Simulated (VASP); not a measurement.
ZnInGaO4: single point with PBE

ZnInGaO4:

```
Zn In Ga O
1.0
     1.60986    0.92945    8.32229
    -1.60986    0.92945    8.32229
     0.00000   -1.85891    8.32229
Zn In Ga O
1 1 1 4
Cartesian
  0.0000 0.0000 5.4578
  0.0000 0.0000 0.0649
  0.0000 0.0000 19.6593
  0.0000 0.0000 7.3526
  0.0000 0.0000 17.7615
  0.0000 0.0000 3.0205
  0.0000 0.0000 21.5842
```

| Item | Value |
| --- | --- |
| Program | VASP 6.6.1 |
| Task | single point |
| Functional | PBE |
| Potentials or basis | VASP PAW PBE potentials, release 64 (Zn, In_d, Ga_d, O) |
| Cutoff | 520 eV |
| k mesh | 12 × 12 × 12 |
| Occupations | gaussian, width 0.02 eV |
| Spin | no spin polarisation |

```
Pressure               : 27.4 GPa
Largest force          : 0.047 eV/Å
Band gap on the k mesh : 1.61 eV
```

Forces on the atoms (eV/Å):
```
Zn   0.000  0.000 -0.011
In   0.000  0.000 -0.006
Ga   0.000  0.000 -0.020
O    0.000  0.000  0.047
O    0.000  0.000  0.014
O    0.000  0.000 -0.002
O    0.000  0.000 -0.022
```

Stress tensor (GPa, compression positive):
```
27.34  0.00  0.00
 0.00 27.34  0.00
 0.00  0.00 27.44
```

Levels at points of the mesh, in eV from the valence-band top:
```
           k point  band 29  band 30  band 31  band 32  band 33  band 34
(0.00, 0.00, 0.00)    -0.73     0.00     0.00     1.61     4.80     5.41
(0.50, 0.00, 0.00)    -1.44    -0.68    -0.40     5.57     6.47     6.98
(0.50, 0.50, 0.00)    -1.52    -0.93    -0.62     5.70     6.35     6.92
(0.50, 0.50, 0.50)    -1.01     0.00     0.00     2.99     3.26     5.64
```

It took 37 min on 1 thread of Intel(R) Xeon(R) Platinum 8488C (Sapphire Rapids) (shared host), peak memory 0.93 GiB.

Caveat: the cell stands under pressure; spin-orbit coupling is left out, which moves the levels of the heavy elements. A k mesh can miss the band edges.
